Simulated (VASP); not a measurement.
# MnSi (rocksalt type) (Fm-3m) in VASP: notebook, part 2 of 2

VASP 6.6.1. The steps go on from the part before.

### 3 Single point, r2SCAN, collinear spin, ferromagnetic start (volume scaled by 1.011, to set the pressure)

File POSCAR:

```
MnSi
1.0
    0.0000000000      2.4760320894      2.4760320894
    2.4760320894      0.0000000000      2.4760320894
    2.4760320894      2.4760320894      0.0000000000
Mn Si
1 1
Direct
    0.0000000000      0.0000000000      0.0000000000
    0.5000000000      0.5000000000      0.5000000000
```

File INCAR.step1:

```
SYSTEM = MnSi
PREC = Accurate ; ENCUT = 520
ISMEAR = -1 ; SIGMA = 0.1
LREAL = .FALSE. ; LASPH = .TRUE.
NELM = 150 ; ISPIN = 2
MAGMOM = 3 0 ; LMAXMIX = 4
NBANDS = 20 ; GGA = PE
ALGO = Normal ; EDIFF = 1E-4
LWAVE = .TRUE. ; LCHARG = .FALSE.
```

File INCAR.step2:

```
SYSTEM = MnSi
PREC = Accurate ; ENCUT = 520
EDIFF = 1E-6 ; ISMEAR = -1
SIGMA = 0.1 ; LREAL = .FALSE.
LASPH = .TRUE. ; NELM = 150
ALGO = Normal ; ISIF = 2
LWAVE = .FALSE. ; LCHARG = .FALSE.
ISPIN = 2 ; MAGMOM = 3 0
LORBIT = 11 ; LMAXMIX = 4
METAGGA = R2SCAN ; LMIXTAU = .TRUE.
NBANDS = 20 ; ISTART = 1
```

File KPOINTS:

```
regular mesh
0
G
  14 14 14
  0 0 0
```

Potentials or basis: VASP PAW PBE potentials, release 64 (Mn_pv, Si).

Launch:

```console
$ cat potpaw_PBE.64/Mn_pv/POTCAR potpaw_PBE.64/Si/POTCAR > POTCAR
$ cp INCAR.step1 INCAR
$ mpirun -np 1 vasp_std > vasp.out
$ cp INCAR.step2 INCAR
$ mpirun -np 1 vasp_std > vasp.out
```

OUTCAR:

```text
SYSTEM = MnSi
   PREC = Accurate
   ENCUT = 520
   EDIFF = 1E-6
   ISMEAR = -1
   LREAL = .FALSE.
   LASPH = .TRUE.
   NELM = 150
   ISIF = 2
   ISPIN = 2
   LORBIT = 11
   METAGGA = R2SCAN
   ISTART = 1

 ion  position               nearest neighbor table
   1  0.000  0.000  0.000-   2 2.48   2 2.48   2 2.48   2 2.48   2 2.48   2 2.48
   2  0.500  0.500  0.500-   1 2.48   1 2.48   1 2.48   1 2.48   1 2.48   1 2.48

  LATTYP: Found a face centered cubic cell.
 ALAT       =     4.9520641788

  Lattice vectors:

 A1 = (   0.0000000000,   2.4760320894,   2.4760320894)
 A2 = (   2.4760320894,   0.0000000000,   2.4760320894)
 A3 = (   2.4760320894,   2.4760320894,   0.0000000000)

Analysis of symmetry for initial positions (statically):
=====================================================================
 Subroutine PRICEL returns:
 Original cell was already a primitive cell.

 Routine SETGRP: Setting up the symmetry group for a
 face centered cubic supercell.

 Subroutine GETGRP returns: Found 48 space group operations
 (whereof 48 operations were pure point group operations)
 out of a pool of 48 trial point group operations.
[... 1292 lines left out ...]
     20      27.4007      0.00000

 [... further k-points ...]

------------------------ aborting loop because EDIFF is reached ----------------------------------------

  FORCE on cell =-STRESS in cart. coord.  units (eV):
  Direction    XX          YY          ZZ          XY          YZ          ZX
  --------------------------------------------------------------------------------------
  -------------------------------------------------------------------------------------
  Total       -0.1705831     -0.1705831     -0.1705831      0.0000000     -0.0000000      0.0000000
  in kB       -9.0021796     -9.0021796     -9.0021796      0.0000000     -0.0000000      0.0000000
  external PRESSURE =      -9.0021796 kB  Pullay stress =       0.0000000 kB

 VOLUME and BASIS-vectors are now :
 -----------------------------------------------------------------------------
  energy-cutoff  :      520.00
  volume of cell :       30.36
      direct lattice vectors                 reciprocal lattice vectors
     0.000000000  2.476032089  2.476032089    -0.201935994  0.201935994  0.201935994
     2.476032089  0.000000000  2.476032089     0.201935994 -0.201935994  0.201935994
     2.476032089  2.476032089  0.000000000     0.201935994  0.201935994 -0.201935994

 POSITION                                       TOTAL-FORCE (eV/Angst)
 -----------------------------------------------------------------------------------
      0.00000      0.00000      0.00000        -0.000000     -0.000000     -0.000000
      2.47603      2.47603      2.47603         0.000000      0.000000      0.000000
 -----------------------------------------------------------------------------------
    total drift:                               -0.000000     -0.000000      0.000000

  FREE ENERGIE OF THE ION-ELECTRON SYSTEM (eV)
  ---------------------------------------------------
  free  energy   TOTEN  =       -23.3884656097 eV

  energy  without entropy=      -23.3637799492  energy(sigma->0) =      -23.37612278

 total charge

# of ion       s       p       d       tot
------------------------------------------
    1        0.347   6.247   5.091  11.685
    2        0.790   0.912   0.000   1.702
--------------------------------------------------
tot          1.137   7.158   5.091  13.387

 magnetization (x)

# of ion       s       p       d       tot
------------------------------------------
    1        0.075   0.011   3.163   3.249
    2       -0.023  -0.165   0.000  -0.188
--------------------------------------------------
tot          0.051  -0.154   3.163   3.060
```

Run time: 3.9 min. Hardware: 1 thread of Intel Xeon 6975P-C (Granite Rapids), shared host; peak memory 0.25 GiB.

Results:

- Free energy: -23.3885 eV
- Pressure: -0.9 GPa
- Band gap on the k mesh: zero (filled and empty bands overlap)
- Net moment: 3.01 μB per cell
- Site moments: Mn +3.25; Si -0.19 μB
- Valence electrons inside the program's atomic spheres: Mn 11.69; Si 1.70

Caveat: the cell differs from its parent crystal (volume scaled by 1.011, to set the pressure); the PAW data sets were made with another functional, which shifts forces and pressure a little.
